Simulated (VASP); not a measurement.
Set up this calculation in VASP 6.6.1, as the native input.

* Task: single point
* Functional: PBE
* Potentials or basis: VASP PAW PBE potentials, release 64 (Au, Fe)
* Cutoff: 520 eV
* k mesh: 11 × 11 × 11
* Occupations: fermi-dirac, width 0.05 eV
* Spin: collinear spin, ferromagnetic start
* Starting moments: [0.0, 3.0] μB
* Dipole correction: no
* Further INCAR settings: ALGO = Normal; EDIFF = 1e-07; NBANDS = 20

The structure of FeAu lies in POSCAR:

```
FeAu
1.0
    1.3829285850      0.7984341908      4.3782143661
   -1.3829285850      0.7984341908      4.3782143661
    0.0000000000     -1.5968683817      4.3782143661
Au Fe
1 1
Direct
    0.0000000000      0.0000000000      0.0000000000
    0.5000000000      0.5000000000      0.5000000000
```

The input as run:

INCAR

```
SYSTEM = FeAu
PREC = Accurate
ENCUT = 520
EDIFF = 1E-7
ISMEAR = -1
SIGMA = 0.05
LREAL = .FALSE.
LASPH = .TRUE.
NELM = 150
ALGO = Normal
ISIF = 2
LWAVE = .FALSE.
LCHARG = .FALSE.
ISPIN = 2
MAGMOM = 0 3
LORBIT = 11
LMAXMIX = 4
GGA = PE
NBANDS = 20
```

KPOINTS

```
Automatic mesh
0
G
  11 11 11
  0 0 0
```

Potentials or basis: VASP PAW PBE potentials, release 64 (Au, Fe).

Launch:

```bash
$ cat potpaw_PBE.64/Au/POTCAR potpaw_PBE.64/Fe/POTCAR > POTCAR
$ mpirun -np 1 vasp_std > vasp.out
```

Results of the run:

- Pressure: 9.0 GPa
- Net moment: 2.83 μB per cell
- Site moments: Au +0.05; Fe +2.81 μB
- Valence electrons inside the program's atomic spheres: Au 9.83; Fe 6.93

Caveat: the cell stands under pressure.

Run time: 2 min on 1 thread of Intel(R) Xeon(R) 6975P-C (Granite Rapids), with other jobs on the host, peak memory 0.34 GiB.
